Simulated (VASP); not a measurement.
Write the native input for VASP 6.6.1 that does the following.

* Task: single point
* Functional: PBE
* Potentials or basis: VASP PAW PBE potentials, release 64 (Ti_sv, Si)
* Cutoff: 520 eV
* k mesh: 12 × 12 × 12
* Occupations: gaussian, width 0.15 eV
* Spin: no spin polarisation
* Dipole correction: no
* Further INCAR settings: ALGO = Normal; EDIFF = 1e-06; NBANDS = 29

The structure of TiSi2 lies in POSCAR:

```
TiSi2
1.0
    1.7250321094     -6.5948695117      0.0000000000
    1.7250321094      6.5948695117      0.0000000000
    0.0000000000      0.0000000000      3.4809019937
Ti Si
2 4
Direct
    0.8968075259      0.1031924741      0.7500000000
    0.1031924741      0.8968075259      0.2500000000
    0.5591373592      0.4408626408      0.7500000000
    0.4408626408      0.5591373592      0.2500000000
    0.2498287182      0.7501712818      0.7500000000
    0.7501712818      0.2498287182      0.2500000000
```

These files were run (other wordings do the same):

INCAR

```
PREC = Accurate
ENCUT = 520
EDIFF = 1E-6
ISMEAR = 0
SIGMA = 0.15
LREAL = False
LASPH = True
NELM = 100
ALGO = Normal
ISIF = 2
LWAVE = False
LCHARG = False
GGA = PE
NBANDS = 29
```

KPOINTS

```
Automatic mesh
0
Gamma
  12 12 12
```

Potentials or basis: VASP PAW PBE potentials, release 64 (Ti_sv, Si).

Run with:

```bash
$ cat potpaw_PBE.64/Ti_sv/POTCAR potpaw_PBE.64/Si/POTCAR > POTCAR
$ mpirun -np 1 vasp_std > vasp.out
```

Results of the run:

```yaml
Pressure: 13.7 GPa
Largest_force: 0.290 eV/Å
Band_gap_on_the_k_mesh: zero (bands 20 and 21 overlap by 1.09 eV)
```

Caveat: the cell stands under pressure.

It took 12 min on 1 thread of AMD EPYC 9R45 (Zen 5), on a shared host, peak memory 0.64 GiB.
